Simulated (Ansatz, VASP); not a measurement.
## CO in VASP and in Ansatz

```
C O
1.0
     5.66394    0.00000    0.00000
     0.00000    5.66394    0.00000
     0.00000    0.00000    5.66394
C O
4 4
Direct
  0.96444 0.96444 0.96444
  0.53556 0.03556 0.46444
  0.46444 0.53556 0.03556
  0.03556 0.46444 0.53556
  0.07923 0.07923 0.07923
  0.42077 0.92077 0.57923
  0.57923 0.42077 0.92077
  0.92077 0.57923 0.42077
```

Alike in both runs: functional r2SCAN; k mesh 4 × 4 × 4; occupations gaussian, width 0.1 eV; no spin polarisation.

Ansatz relaxed the structure, and its values are those at the end. VASP's run is a single point on that final structure, the one shown.

```csv
,VASP,Ansatz
version,VASP 6.6.1,Ansatz 0.2.0
potentials or method,"VASP PAW PBE potentials, release 64 (C_h, O_h), cutoff 910 eV","scalar-relativistic, plane waves, PAW"
valence electrons in the cell,40,40
```

|  | VASP | Ansatz | Ansatz less VASP |
| --- | --- | --- | --- |
| gap on the k mesh at the Fermi level (eV) | 6.74 | 6.74 | -0.001 |
| least direct gap on the mesh (eV) | 6.74 | 6.74 | -0.001 |
| rms of the force components (eV/Å) | 0.002 | 0.022 | +0.0207 |

VASP's potentials were made for PBE, not for r2SCAN.

Noted on VASP's run: the cutoff is short for stress, so the pressure is rough.
